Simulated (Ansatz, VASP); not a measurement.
## Two plane-wave programs on CdTe

POSCAR

```
CdTe
1.0
   -4.1345010000      4.1345010000      3.6086660000
    4.1345010000     -4.1345010000      3.6086660000
    4.1345010000      4.1345010000     -3.6086660000
Cd Te
4 4
Direct
    0.2500000000      0.2500000000      0.0000000000
    0.7500000000      0.7500000000      0.0000000000
    0.7500000000      0.2500000000      0.5000000000
    0.2500000000      0.7500000000      0.5000000000
    0.6790000000      0.1790000000      0.8580000000
    0.1790000000      0.3210000000      0.5000000000
    0.3210000000      0.8210000000      0.1420000000
    0.8210000000      0.6790000000      0.5000000000
```

File INCAR.step1:

```
SYSTEM = CdTe
ALGO = Normal
EDIFF = 1E-4
ENCUT = 520
GGA = PE
ISMEAR = -1
LASPH = .TRUE.
LCHARG = .FALSE.
LREAL = .FALSE.
LWAVE = .TRUE.
NBANDS = 46
NELM = 80
PREC = Accurate
SIGMA = 0.1
```

The input INCAR.step2:

```
SYSTEM = CdTe
ALGO = Normal
EDIFF = 1E-6
ENCUT = 520
ISIF = 2
ISMEAR = -1
ISTART = 1
LASPH = .TRUE.
LCHARG = .FALSE.
LMIXTAU = .TRUE.
LREAL = .FALSE.
LWAVE = .FALSE.
METAGGA = R2SCAN
NBANDS = 46
NELM = 80
PREC = Accurate
SIGMA = 0.1
```

File KPOINTS:

```
k-points
0
G
  4 4 4
  0 0 0
```

Input for Ansatz:

```yaml
crystal:
  lattice:
    - [-4.134501, 4.134501, 3.608666]
    - [4.134501, -4.134501, 3.608666]
    - [4.134501, 4.134501, -3.608666]
  atoms:
    - { symbol: Cd, position: [0.25, 0.25, 0.0] }
    - { symbol: Cd, position: [0.75, 0.75, 0.0] }
    - { symbol: Cd, position: [0.75, 0.25, 0.5] }
    - { symbol: Cd, position: [0.25, 0.75, 0.5] }
    - { symbol: Te, position: [0.679, 0.179, 0.858] }
    - { symbol: Te, position: [0.179, 0.321, 0.5] }
    - { symbol: Te, position: [0.321, 0.821, 0.142] }
    - { symbol: Te, position: [0.821, 0.679, 0.5] }
  symmetry: { tolerance: 0.0003 }
kpoints:
  mp_grid: { grid: [4, 4, 4], shift: [0, 0, 0] }
magnetization:
  spin_polarized: false
scf:
  occupations: { method: fermi_dirac }
  eigensolver: { kind: davidson }
hamiltonian:
  pseudopotentials: { kind: paw }
  xc: r2scan
basis:
  ecutwfc: 500
  precision: f64
  xc_grid: 2
output:
  forces: true
  stress: true
  eigenvalues: true
```

Alike in both runs: task single point; functional r2SCAN; k mesh 4 × 4 × 4; no spin polarisation.

|  | VASP | Ansatz |
| --- | --- | --- |
| version | VASP 6.6.1 | Ansatz 0.2.0 |
| potentials or method | VASP PAW PBE potentials, release 64 (Cd, Te), cutoff 520 eV | PAW plane waves |
| occupations | fermi-dirac, width 0.1 eV | fermi-dirac |
| valence electrons in the cell | 72 | 144 |

|  | VASP | Ansatz | Ansatz less VASP |
| --- | --- | --- | --- |
| gap on the k mesh at the Fermi level (eV) | none | none | - |
| pressure (GPa) | -0.3 | -0.4 | -0.16 |
| traceless stress, the component that is largest in VASP (GPa) | 1.40 | 1.39 | -0.012 |
| rms of the force components (eV/Å) | 0.451 | 0.439 | -0.0124 |

VASP's potentials were made for PBE, not for r2SCAN. Atom by atom the forces differ by 0.012 eV/Å (rms over components). A gap of «none» marks a metal or a gap that the smearing closes. VASP's potentials hold 72 valence electrons a cell and Ansatz's 144, so a difference there can come from the potentials and not from the codes.

Neither program's run includes spin-orbit coupling.
